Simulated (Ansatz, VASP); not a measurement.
**One calculation of Ag, two programs**

Contents of INCAR:

```
PREC     = Accurate       # precision mode
ENCUT    = 520            # plane-wave cutoff, eV
EDIFF    = 1E-8           # SCF threshold, eV
ISMEAR   = -1             # smearing method
SIGMA    = 0.03           # smearing width, eV
LREAL    = False          # projectors in reciprocal space
LASPH    = True           # aspherical terms in the spheres
NELM     = 60             # most SCF steps
ALGO     = Normal         # electronic algorithm
ISIF     = 2              # what is computed and relaxed
LWAVE    = False          # write WAVECAR
LCHARG   = False          # write CHGCAR
GGA      = PS             # functional
LEFG     = True         
NBANDS   = 12             # bands
```

Contents of KPOINTS:

```
regular mesh
0
Gamma
  15 15 15
```

The input POSCAR:

```
Ag
1.0
    0.0000000000      2.0566308579      2.0566308579
    2.0566308579      0.0000000000      2.0566308579
    2.0566308579      2.0566308579      0.0000000000
Ag
1
Direct
    0.0000000000      0.0000000000      0.0000000000
```

Input for Ansatz:

```yaml
crystal:
  lattice:
    - [0.0, 2.0566308579, 2.0566308579]
    - [2.0566308579, 0.0, 2.0566308579]
    - [2.0566308579, 2.0566308579, 0.0]
  atoms:
    - { symbol: Ag, position: [0.0, 0.0, 0.0] }
kpoints:
  mp_grid: { grid: [15, 15, 15] }
scf:
  occupations: { method: fermi_dirac, width: 0.03 }
hamiltonian:
  xc: pbesol
  pseudopotentials: { kind: all_electron, datasets: crystal }
output:
  forces: true
  stress: true
  eigenvalues: true
  efg: { contact_densities: true }
```

Change from the starting cell: volume scaled by 1.02, crystal datasets.

Alike in both runs: task electric field gradients; functional PBEsol; k mesh 15 × 15 × 15; occupations fermi-dirac, width 0.03 eV; no spin polarisation.

```csv
,VASP,Ansatz
version,VASP 6.6.1,Ansatz 0.2.0
potentials or method,"VASP PAW PBE potentials, release 64 (Ag), cutoff 520 eV","all-electron PAW with datasets made for the crystal, scalar-relativistic"
```

|  | VASP | Ansatz | Ansatz less VASP |
| --- | --- | --- | --- |
| pressure (GPa) | -4.8 | -4.7 | +0.14 |

VASP's potentials were made for PBE, not for PBEsol. Ansatz ran all-electron here, and VASP with PAW potentials.
